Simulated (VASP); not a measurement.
# TiO2 (Anatase) (I4_1/amd) in VASP: a series of runs, part 2 of 2

VASP 6.6.1.

### 5 Single point, PBEsol

This run uses another cell than the first one, of 11.01 Å³/atom, 1.125 times its volume.

File INCAR:

```
PREC     = Accurate       # precision mode
ENCUT    = 520            # plane-wave cutoff, eV
EDIFF    = 1E-6           # SCF threshold, eV
ISMEAR   = -1             # smearing method
SIGMA    = 0.05           # smearing width, eV
LREAL    = False          # projectors in reciprocal space
LASPH    = True           # aspherical terms in the spheres
NELM     = 80             # most SCF steps
ALGO     = Normal         # electronic algorithm
ISIF     = 2              # what is computed and relaxed
LWAVE    = False          # write WAVECAR
LCHARG   = False          # write CHGCAR
GGA      = PS             # functional
NBANDS   = 33             # bands
```

File KPOINTS:

```
regular mesh
0
Gamma
  10 10 10
```

File POSCAR:

```
TiO2
1.0
   -1.8780242812      1.8780242812      4.6838745422
    1.8780242812     -1.8780242812      4.6838745422
    1.8780242812      1.8780242812     -4.6838745422
Ti O
2 4
Direct
    0.7500000000      0.2500000000      0.5000000000
    0.0000000000      0.0000000000      0.0000000000
    0.7899988940      0.7899988940      0.0000000000
    0.5399988940      0.0399988940      0.5000000000
    0.9600011060      0.4600011060      0.5000000000
    0.2100011060      0.2100011060      0.0000000000
```

Potentials or basis: VASP PAW PBE potentials, release 64 (Ti_sv, O).

On the command line:

```console
> cat potpaw_PBE.64/Ti_sv/POTCAR potpaw_PBE.64/O/POTCAR > POTCAR
> mpirun -np 1 vasp_std > vasp.out
```

OUTCAR:

```text
PREC = Accurate
   ENCUT = 520
   EDIFF = 1E-6
   ISMEAR = -1
   LREAL = False
   LASPH = True
   NELM = 80
   ISIF = 2
   GGA = PS

 ion  position               nearest neighbor table
   1  0.750  0.250  0.500-   3 1.92   6 1.92   3 1.92   6 1.92   5 1.97   4 1.97
   2  0.000  0.000  0.000-   4 1.92   5 1.92   4 1.92   5 1.92   3 1.97   6 1.97
   3  0.790  0.790  0.000-   1 1.92   1 1.92   2 1.97
   4  0.540  0.040  0.500-   2 1.92   2 1.92   1 1.97
   5  0.960  0.460  0.500-   2 1.92   2 1.92   1 1.97
   6  0.210  0.210  0.000-   1 1.92   1 1.92   2 1.97

  LATTYP: Found a body centered tetragonal cell.
 ALAT       =     3.7560485624
 C/A-ratio  =     2.4940436549

  Lattice vectors:

 A1 = (  -1.8780242812,   1.8780242812,   4.6838745422)
 A2 = (   1.8780242812,  -1.8780242812,   4.6838745422)
 A3 = (   1.8780242812,   1.8780242812,  -4.6838745422)

Analysis of symmetry for initial positions (statically):
=====================================================================
 Subroutine PRICEL returns:
 Original cell was already a primitive cell.

 Routine SETGRP: Setting up the symmetry group for a
 body centered tetragonal supercell.

 Subroutine GETGRP returns: Found 16 space group operations
 (whereof  8 operations were pure point group operations)
 out of a pool of 16 trial point group operations.

The static configuration has the point symmetry D_2d.
 The point group associated with its full space group is D_4h.

Analysis of symmetry for dynamics (positions and initial velocities):
=====================================================================
 Subroutine PRICEL returns:
 Original cell was already a primitive cell.

 Routine SETGRP: Setting up the symmetry group for a
 body centered tetragonal supercell.

 Subroutine GETGRP returns: Found 16 space group operations
 (whereof  8 operations were pure point group operations)
[... 130 lines left out ...]
     AMIX     =   0.40;   BMIX     =  1.00
     AMIX_MAG =   1.60;   BMIX_MAG =  1.00
  volume/ion in A,a.u.               =      11.01        74.32
  Fermi-wavevector in a.u.,A,eV,Ry     =   1.471632  2.780982 29.466166  2.165702
  Thomas-Fermi vector in A             =   2.586745
   LORBIT       =      0    0 simple, 1 ext, 2 COOP (PROOUT), +10 PAW based schemes
   GGA     = PS    functional components
   LHFCALC =     F    Hartree Fock is set to
   AEXX    =    0.0000 exact exchange contribution
   IVDW    =     0    specifies the selected vdW correction
   LEPSILON=     F    determine dielectric tensor
   LRPA    =     F    only Hartree local field effects (RPA)
 non-spin polarized calculation
  energy-cutoff  :      520.00
  volume of cell :       66.08
 maximum number of plane-waves:      1798
   NGX = 19   NGY = 19   NGZ = 19

 number of electron      47.9999987 magnetization

 Free energy of the ion-electron system (eV)
  ---------------------------------------------------
  ext. energy  EPLUGINS =         0.00000000
  ---------------------------------------------------
  free energy    TOTEN  =       -56.18087737 eV

  energy without entropy =      -56.18087737  energy(sigma->0) =      -56.18087737

 E-fermi :   4.6592     XC(G=0): -11.1867

 val. band max:        3.5812498498   @ k =  -0.4000   0.4000   0.0000
 cond. band min:       5.6428908108   @ k =   0.0000   0.0000   0.0000
 fundamental gap:      2.0616409610
 Fermi energy:         4.6592336577

 k-point     1 :       0.0000    0.0000    0.0000
  band No.  band energies     occupation
      1     -52.4750      2.00000
      2     -52.4016      2.00000
      3     -29.1039      2.00000
      4     -28.8353      2.00000
      5     -28.8353      2.00000
      6     -28.7505      2.00000
[... 853 lines left out ...]
     32      10.3707      0.00000
     33      11.2725      0.00000

 [... further k-points ...]

------------------------ aborting loop because EDIFF is reached ----------------------------------------

  FORCE on cell =-STRESS in cart. coord.  units (eV):
  Direction    XX          YY          ZZ          XY          YZ          ZX
  --------------------------------------------------------------------------------------
  -------------------------------------------------------------------------------------
  Total        2.3642026      2.3642026      2.3752496      0.0000000      0.0000000      0.0000000
  in kB       57.3228290     57.3228290     57.5906775      0.0000000      0.0000000      0.0000000
  external PRESSURE =      57.4121119 kB  Pullay stress =       0.0000000 kB

 VOLUME and BASIS-vectors are now :
 -----------------------------------------------------------------------------
  energy-cutoff  :      520.00
  volume of cell :       66.08
      direct lattice vectors                 reciprocal lattice vectors
    -1.878024281  1.878024281  4.683874542     0.000000000  0.266237239  0.106749230
     1.878024281 -1.878024281  4.683874542     0.266237239  0.000000000  0.106749230
     1.878024281  1.878024281 -4.683874542     0.266237239  0.266237239  0.000000000

 POSITION                                       TOTAL-FORCE (eV/Angst)
 -----------------------------------------------------------------------------------
      0.00000      1.87802      2.34194         0.000000      0.000000     -0.000000
      0.00000      0.00000      0.00000         0.000000      0.000000     -0.000000
      0.00000      0.00000      7.40051        -0.000000      0.000000     -0.022402
     -0.00000      1.87802      0.37470         0.000000     -0.000000     -0.022402
      0.00000      1.87802      4.30917         0.000000     -0.000000      0.022402
      0.00000      0.00000      1.96724        -0.000000      0.000000      0.022402
 -----------------------------------------------------------------------------------
    total drift:                                0.000000     -0.000000     -0.000000

  FREE ENERGIE OF THE ION-ELECTRON SYSTEM (eV)
  ---------------------------------------------------
  free  energy   TOTEN  =       -56.1808773678 eV

  energy  without entropy=      -56.1808773677  energy(sigma->0) =      -56.18087737
```

stdout:

```text
POSCAR found type information on POSCAR TiO
 POSCAR found :  2 types and       6 ions
 scaLAPACK will be used
 -----------------------------------------------------------------------------
|                                                                             |
|                                                                             |
|     You enforced a specific xc type in the INCAR file but a different       |
|     I HOPE YOU KNOW WHAT YOU ARE DOING!                                     |
|                                                                             |
 -----------------------------------------------------------------------------

 LDA part: xc-table for (Slater+PW92), standard interpolation
 POSCAR, INCAR and KPOINTS ok, starting setup
 FFT: planning ... GRIDC
 FFT: planning ... GRID_SOFT
 FFT: planning ... GRID
 WAVECAR not read
 entering main loop
```

It took 4.7 min on 1 thread of Intel Xeon Platinum 8259CL at 2.50GHz (Skylake/Cascade Lake), shared host; peak memory 0.35 GiB.

What came out:

* Free energy: -56.1809 eV
* Pressure: 5.7 GPa
* Largest force: 0.022 eV/Å
* Band gap on the k mesh: 2.06 eV, indirect (least direct gap 2.44 eV)

Forces in eV/Å, atoms in the order of the input:
```
Ti   0.000  0.000  0.000
Ti   0.000  0.000  0.000
O    0.000  0.000 -0.022
O    0.000  0.000 -0.022
O    0.000  0.000  0.022
O    0.000  0.000  0.022
```

Levels at points of the mesh, in eV from the valence-band top:
```csv
k point,band 20,band 21,band 22,band 23,band 24,band 25,band 26,band 27,band 28,band 29
"(0.00, 0.00, 0.00)",-0.77,-0.75,-0.75,-0.53,-0.53,2.06,2.89,4.00,4.00,4.06
"(0.50, 0.00, 0.00)",-2.10,-2.06,-1.05,-0.85,-0.65,3.28,3.57,3.66,3.80,4.40
"(0.50, 0.50, 0.00)",-2.78,-2.21,-2.21,-0.02,-0.02,3.46,3.46,3.96,3.96,5.06
"(0.50, 0.50, 0.50)",-1.39,-1.32,-1.32,-0.15,-0.15,2.46,2.46,3.85,3.85,4.22
```

Caveat: the PAW data sets were made with another functional, which shifts forces and pressure a little.

### 6 Overview

```csv
cell,gap on the mesh (eV),pressure (GPa),largest force (eV/Å)
"a = 5.000 Å, angles 136.4, 136.4, 63.4°, 6 atoms",1.71,30.8,0.04
"a = 5.138 Å, angles 137.4, 137.4, 61.8°, 6 atoms",1.85,20.8,0.04
"a = 5.299 Å, angles 138.6, 138.6, 60.0°, 6 atoms",2.01,10.8,0.03
"a = 5.384 Å, angles 139.2, 139.2, 59.1°, 6 atoms",2.06,5.7,0.02
```

Alike in all rows: task single point; level PBEsol; potentials or basis VASP PAW PBE potentials, release 64 (Ti_sv, O); no spin polarisation; k mesh 10 × 10 × 10; cutoff (eV) 520; smearing fermi-dirac 0.05 eV.

Caveats: the PAW data sets were made with another functional, which shifts forces and pressure a little.

Absolute energies hang on the potentials; compare differences alone.
